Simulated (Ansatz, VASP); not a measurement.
## Ba in VASP and in Ansatz

```
Ba
1.0
    -2.48900    2.48900    2.48900
     2.48900   -2.48900    2.48900
     2.48900    2.48900   -2.48900
Ba
1
Direct
  0.00000 0.00000 0.00000
```

Change from the starting cell: volume scaled by 1.02.

Alike in both runs: task single point; functional PBE; k mesh 8 × 8 × 8; occupations tetrahedron; no spin polarisation.

|  | VASP | Ansatz |
| --- | --- | --- |
| version | VASP 6.6.1 | Ansatz 0.2.0 |
| potentials or method | VASP PAW PBE potentials, release 64 (Ba_sv), cutoff 520 eV | all-electron LAPW, scalar-relativistic |

VASP gave:

| Quantity | Value |
| --- | --- |
| gap on the k mesh at the Fermi level (eV) | none |
| pressure (GPa) | 0.4 |

Task: Which values does Ansatz return?

Result: gap on the k mesh at the Fermi level (eV): none; pressure (GPa): 0.3.

A gap of «none» marks a metal or a gap that the smearing closes. Ansatz ran all-electron here, and VASP with PAW potentials.

Spin-orbit coupling is off throughout.
